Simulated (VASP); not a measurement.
# Ni2H (P-3m1) in VASP: a series of runs, part 2 of 2

VASP 6.6.1. The steps go on from the part before.

### 4 Single point, PBEsol

This run uses another cell than the first one, of 7.58 Å³/atom, 1.029 times its volume.

File INCAR:

```
ALGO = Normal
EDIFF = 1E-6
ENCUT = 520
GGA = PS
ISIF = 2
ISMEAR = 0
LASPH = T
LCHARG = F
LREAL = F
LWAVE = F
NBANDS = 18
NELM = 100
PREC = Accurate
SIGMA = 0.1
```

File KPOINTS:

```
k-points
0
Gamma
  21 21 10
```

File POSCAR:

```
Ni2H
1.0
    2.5122513850      0.0000000000      0.0000000000
   -1.2561256925      2.1756735201      0.0000000000
    0.0000000000      0.0000000000      4.1606140509
Ni H
2 1
Direct
    0.3333333333      0.6666666667      0.2590887665
    0.6666666667      0.3333333333      0.7409112335
    0.0000000000      0.0000000000      0.0000000000
```

Potentials or basis: VASP PAW PBE potentials, release 64 (Ni, H).

Started as:

```
$ cat potpaw_PBE.64/Ni/POTCAR potpaw_PBE.64/H/POTCAR > POTCAR
$ mpirun -np 1 vasp_std > vasp.out
```

OUTCAR:

```text
EDIFF = 1E-6
   ENCUT = 520
   GGA = PS
   ISIF = 2
   ISMEAR = 0
   LASPH = T
   LREAL = F
   NELM = 100
   PREC = Accurate

 ion  position               nearest neighbor table
   1  0.333  0.667  0.259-   3 1.81   3 1.81   3 1.81   2 2.47   2 2.47   2 2.47   2 2.60   2 2.60
                             2 2.60
   2  0.667  0.333  0.741-   3 1.81   3 1.81   3 1.81   1 2.47   1 2.47   1 2.47   1 2.60   1 2.60
                             1 2.60
   3  0.000  0.000  0.000-   1 1.81   2 1.81   1 1.81   2 1.81   2 1.81   1 1.81

  LATTYP: Found a hexagonal cell.
[... 694 lines left out ...]
     17      29.8147      0.00000
     18      30.5163      0.00000

 [... further k-points ...]
[... 5 lines left out ...]
  --------------------------------------------------------------------------------------
  -------------------------------------------------------------------------------------
  Total        0.0237972      0.0237972      0.0000305     -0.0000000      0.0000000      0.0000000
  in kB        1.6765701      1.6765701      0.0021474     -0.0000000      0.0000000      0.0000000
  external PRESSURE =       1.1184292 kB  Pullay stress =       0.0000000 kB

 VOLUME and BASIS-vectors are now :
 -----------------------------------------------------------------------------
  energy-cutoff  :      520.00
  volume of cell :       22.74
      direct lattice vectors                 reciprocal lattice vectors
     2.512251385  0.000000000  0.000000000     0.398049338  0.229813892  0.000000000
    -1.256125692  2.175673520  0.000000000     0.000000000  0.459627785  0.000000000
     0.000000000  0.000000000  4.160614051     0.000000000  0.000000000  0.240349138

 POSITION                                       TOTAL-FORCE (eV/Angst)
 -----------------------------------------------------------------------------------
     -0.00000      1.45045      1.07797        -0.000000      0.000000      0.012468
      1.25613      0.72522      3.08265         0.000000     -0.000000     -0.012468
      0.00000      0.00000      0.00000        -0.000000      0.000000      0.000000
 -----------------------------------------------------------------------------------
    total drift:                                0.000000     -0.000000      0.000000

  FREE ENERGIE OF THE ION-ELECTRON SYSTEM (eV)
  ---------------------------------------------------
  free  energy   TOTEN  =       -15.7579596388 eV

  energy  without entropy=      -15.7378037698  energy(sigma->0) =      -15.74788170
```

OSZICAR:

```text
N       E                     dE             d eps       ncg     rms          rms(c)
DAV:   1     0.882751454373E+02    0.88275E+02   -0.93475E+03 16432   0.158E+03
DAV:   2    -0.146098259023E+02   -0.10288E+03   -0.96653E+02 15744   0.253E+02
DAV:   3    -0.181394152686E+02   -0.35296E+01   -0.34375E+01 17198   0.604E+01
DAV:   4    -0.181796274017E+02   -0.40212E-01   -0.40191E-01 18472   0.573E+00
DAV:   5    -0.181806282028E+02   -0.10008E-02   -0.10008E-02 17362   0.860E-01    0.159E+01
DAV:   6    -0.165605455500E+02    0.16201E+01   -0.12150E+01 16644   0.742E+01    0.863E+00
DAV:   7    -0.158057626972E+02    0.75478E+00   -0.27025E+00 16804   0.324E+01    0.305E+00
DAV:   8    -0.157614561315E+02    0.44307E-01   -0.26144E-02 23694   0.271E+00    0.794E-01
DAV:   9    -0.157580572633E+02    0.33989E-02   -0.27482E-03 21468   0.471E-01    0.108E-01
DAV:  10    -0.157579593734E+02    0.97890E-04   -0.19332E-04 16908   0.141E-01    0.317E-02
DAV:  11    -0.157579623797E+02   -0.30064E-05   -0.10459E-05 24276   0.464E-02    0.185E-02
DAV:  12    -0.157579598003E+02    0.25794E-05   -0.55902E-07 12388   0.126E-02    0.243E-03
DAV:  13    -0.157579596388E+02    0.16154E-06   -0.16093E-07  8318   0.520E-03
   1 F= -.15757960E+02 E0= -.15747882E+02  d E =-.201559E-01
```

It took 2.2 min on 1 thread of Intel Xeon Platinum 8259CL at 2.50GHz (Skylake/Cascade Lake), shared host; peak memory 0.27 GiB.

What came out:

| Quantity | Value |
| --- | --- |
| Free energy | -15.7580 eV |
| Pressure | 0.1 GPa |
| Largest force | 0.012 eV/Å |

Forces in eV/Å, atoms in the order of the input:
```
Ni   0.000  0.000  0.012
Ni   0.000  0.000 -0.012
H    0.000  0.000  0.000
```

Levels at points of the mesh, in eV from the Fermi level:
```tsv
k point	band 8	band 9	band 10	band 11	band 12	band 13	band 14	band 15
(0.00, 0.00, 0.00)	-1.63	-1.17	-1.17	-0.30	-0.30	4.80	15.36	23.13
(0.00, 0.00, 0.50)	-1.89	-0.57	-0.57	-0.53	-0.53	10.96	11.86	17.33
```

Caveat: the PAW data sets were made with another functional, which shifts forces and pressure a little.

### 5 Relaxation of cell and atoms, PBEsol

This run uses another cell than the first one, of 7.58 Å³/atom, 1.028 times its volume.

File INCAR:

```
SYSTEM = Ni2H
PREC = Accurate
ENCUT = 600
EDIFF = 1E-7
ISMEAR = 0
SIGMA = 0.1
LREAL = .False.
LASPH = .True.
NELM = 100
ALGO = Normal
ISIF = 3
LWAVE = .False.
LCHARG = .False.
GGA = PS
IBRION = 2
NSW = 100
EDIFFG = -0.005
```

File KPOINTS:

```
regular mesh
0
Gamma
  21 21 10
  0 0 0
```

File POSCAR:

```
Ni2H
1.0
    2.5104092588      0.0000000000      0.0000000000
   -1.2552046294      2.1740781920      0.0000000000
    0.0000000000      0.0000000000      4.1640870977
Ni H
2 1
Direct
    0.3333333333      0.6666666667      0.2592701477
    0.6666666667      0.3333333333      0.7407298523
    0.0000000000      0.0000000000      0.0000000000
```

Started as:

```
$ cat potpaw_PBE.64/Ni/POTCAR potpaw_PBE.64/H/POTCAR > POTCAR
$ mpirun -np 1 vasp_std > vasp.out
```

Wall time 5.3 min (1 thread of Intel Xeon Platinum 8259CL at 2.50GHz (Skylake/Cascade Lake), shared host); peak memory 0.29 GiB.

Results (log left out):

```
Free energy                            : -15.7581 eV
Relaxed volume                         : 7.58 Å³/atom
Relaxed cell                           : a = 2.513 Å, b = 2.513 Å, c = 4.159 Å, α = 90.00°, β = 90.00°, γ = 120.00°
Space group after relaxing (to 0.05 Å) : P-3m1 (No. 164)
Energy gained by relaxing              : 0.0 meV/atom
Ionic steps                            : 4
Pressure after relaxing                : 0.0 GPa
```

Final structure:
```yaml
crystal:
  lattice:
    - [2.51274, 0.00000, 0.00000]
    - [-1.25637, 2.17610, 0.00000]
    - [0.00000, 0.00000, 4.15914]
  atoms:
    - { symbol: Ni, position: [0.33333, 0.66667, 0.25925] }
    - { symbol: Ni, position: [0.66667, 0.33333, 0.74075] }
    - { symbol: H, position: [0.00000, 0.00000, 0.00000] }
```

Levels at points of the mesh, in eV from the Fermi level:
```
           k point  band 9  band 10  band 11  band 12  band 13  band 14
(0.00, 0.00, 0.00)   -1.17    -1.17    -0.30    -0.30     4.81    15.36
(0.00, 0.00, 0.50)   -0.57    -0.57    -0.53    -0.53    10.97    11.86
```

Caveat: the PAW data sets were made with another functional, which shifts forces and pressure a little. Spin polarisation is off, so any magnetic state and its effect on volume and gap are missing.

### 6 Single point, PBEsol, collinear spin, ferromagnetic start

This run uses another cell than the first one, of 7.58 Å³/atom, 1.028 times its volume.

File INCAR:

```
PREC     = Accurate       # precision mode
ENCUT    = 520            # plane-wave cutoff, eV
EDIFF    = 1E-7           # SCF threshold, eV
ISMEAR   = 0              # smearing method
SIGMA    = 0.1            # smearing width, eV
LREAL    = False          # projectors in reciprocal space
LASPH    = True           # aspherical terms in the spheres
NELM     = 150            # most SCF steps
ALGO     = Normal         # electronic algorithm
ISIF     = 2              # what is computed and relaxed
LWAVE    = False          # write WAVECAR
LCHARG   = False          # write CHGCAR
ISPIN    = 2              # spin polarisation
MAGMOM   = 0.37 0.37 0    # initial moments
LORBIT   = 11             # projections on sites
LMAXMIX  = 4              # l up to which the mixer works
GGA      = PS             # functional
NBANDS   = 22             # bands
```

File KPOINTS:

```
regular mesh
0
Gamma
  9 9 6
```

POSCAR is that of step 5.

Potentials or basis: VASP PAW PBE potentials, release 64 (Ni, H).

Started as:

```
$ cat potpaw_PBE.64/Ni/POTCAR potpaw_PBE.64/H/POTCAR > POTCAR
$ mpirun -np 1 vasp_std > vasp.out
```

Wall time 96 s (1 thread of Intel Xeon Platinum 8259CL at 2.50GHz (Skylake/Cascade Lake), shared host); peak memory 0.18 GiB.

It converged, with:

- Free energy: -15.7668 eV
- Pressure: 0.1 GPa
- Largest force: 0.026 eV/Å
- Net moment: 0.00 μB per cell
- Valence electrons inside the program's atomic spheres: Ni 9.44; H 0.54

Forces in eV/Å, atoms in the order of the input:
```
Ni   0.000  0.000  0.026
Ni   0.000  0.000 -0.026
H    0.000  0.000  0.000
```

Stress tensor (GPa, compression positive):
```
 0.15  0.00  0.00
 0.00  0.15  0.00
 0.00  0.00 -0.07
```

Levels at points of the mesh, in eV from the Fermi level:
Spin up:
| k point | band 9 | band 10 | band 11 | band 12 | band 13 | band 14 |
| --- | --- | --- | --- | --- | --- | --- |
| (0.00, 0.00, 0.00) | -1.16 | -1.16 | -0.30 | -0.30 | 4.78 | 15.38 |
| (0.00, 0.00, 0.50) | -0.57 | -0.57 | -0.53 | -0.53 | 10.95 | 11.81 |
Spin down:
| k point | band 9 | band 10 | band 11 | band 12 | band 13 | band 14 |
| --- | --- | --- | --- | --- | --- | --- |
| (0.00, 0.00, 0.00) | -1.16 | -1.16 | -0.30 | -0.30 | 4.78 | 15.38 |
| (0.00, 0.00, 0.50) | -0.57 | -0.57 | -0.53 | -0.53 | 10.95 | 11.81 |

Caveat: the PAW data sets were made with another functional, which shifts forces and pressure a little.

### 7 Overview

```csv
task,spin,cell,k mesh,cutoff (eV),gap on the mesh (eV),pressure (GPa),largest force (eV/Å)
relaxation of cell and atoms,off,"relaxed to 3 GPa from a = 2.489, b = 2.489, c = 4.122 Å, angles 90.0, 90.0, 120.0°, 3 atoms",21 × 21 × 10,600,none,3.0,-
single point,off,"a = 2.524, b = 2.524, c = 4.179 Å, angles 90.0, 90.0, 120.0°, 3 atoms",21 × 21 × 10,520,none,-2.9,0.01
single point,off,"a = 2.512, b = 2.512, c = 4.161 Å, angles 90.0, 90.0, 120.0°, 3 atoms",21 × 21 × 10,520,none,0.1,0.01
relaxation of cell and atoms,off,"relaxed from a = 2.510, b = 2.510, c = 4.164 Å, angles 90.0, 90.0, 120.0°, 3 atoms",21 × 21 × 10,600,none,0.0,-
single point,"collinear, ferromagnetic start","a = 2.510, b = 2.510, c = 4.164 Å, angles 90.0, 90.0, 120.0°, 3 atoms",9 × 9 × 6,520,none,0.1,0.03
```

Alike in all rows: level PBEsol; potentials or basis VASP PAW PBE potentials, release 64 (Ni, H); smearing gaussian 0.1 eV.

Caveats: the PAW data sets were made with another functional, which shifts forces and pressure a little; the cell is relaxed towards a set pressure, so the enthalpy falls and the energy may rise (some runs).

Absolute energies hang on the potentials; compare differences alone.
